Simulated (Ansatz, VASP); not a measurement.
# MnS: VASP beside Ansatz

```xyz
2
Lattice="0.0000 2.7294 2.7294 2.7294 0.0000 2.7294 2.7294 2.7294 0.0000" Properties=species:S:1:pos:R:3 pbc="T T T"
Mn    0.0000    0.0000    0.0000
S     4.0941    4.0941    4.0941
```

Alike in both runs: functional PBEsol; k mesh 14 × 14 × 14; occupations gaussian, width 0.2 eV; collinear spin.

Ansatz relaxed the structure, and its values are those at the end. VASP's run is a single point on that final structure, the one shown.

|  | VASP | Ansatz |
| --- | --- | --- |
| version | VASP 6.6.1 | Ansatz 0.2.0 |
| potentials or method | VASP PAW PBE potentials, release 64 (Mn_pv, S), cutoff 520 eV | scalar-relativistic, plane waves, PAW |
| valence electrons in the cell | 19 | 21 |

```csv
,VASP,Ansatz,Ansatz less VASP
gap on the k mesh at the Fermi level (eV),none,none,-
pressure (GPa),0.2,0.0,-0.16
net moment per atom (μB),2.29,2.29,-0.001
size of the moment on the site where the two differ most (μB),4.09,3.88,-0.209
```

VASP's potentials were made for PBE, not for PBEsol. Site moments also hang on the region over which each program counts them. A gap of «none» marks a metal or a gap that the smearing closes. With one functional, cell and mesh, what is left measures potentials, basis and numerics. VASP's potentials hold 19 valence electrons a cell and Ansatz's 21, so a difference there can come from the potentials and not from the codes.
